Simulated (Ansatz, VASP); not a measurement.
## W in VASP and in Ansatz

```
W
1.0
     2.80966    0.00000    0.00000
     0.00000    4.86387    0.00000
     0.00000    0.00000    4.92370
W
4
Direct
  0.79317 0.93684 0.75000
  0.20683 0.43684 0.75000
  0.20683 0.06316 0.25000
  0.79317 0.56316 0.25000
```

Alike in both runs: functional PBEsol; k mesh 9 × 6 × 6; occupations fermi-dirac, width 0.05 eV; non-collinear spin, spin-orbit coupling.

|  | VASP | Ansatz |
| --- | --- | --- |
| version | VASP 6.6.1 | Ansatz 0.2.0 |
| potentials or method | VASP PAW PBE potentials, release 64 (W_sv) | Ansatz PAW |
| plane-wave cutoff (eV) | 520 | 420 |
| valence electrons in the cell | 56 | 56 |
| task | single point | band structure |

Ansatz gave:

- pressure (GPa): -10.2
- traceless stress, the component that is largest in VASP (GPa): 0.75
- rms of the force components (eV/Å): 0.099

What did VASP give for the same quantities?

Pressure (GPa): -9.3; traceless stress, the component that is largest in VASP (GPa): 0.94; rms of the force components (eV/Å): 0.085.

VASP's potentials were made for PBE, not for PBEsol. Atom by atom the forces differ by 0.016 eV/Å (rms over components).
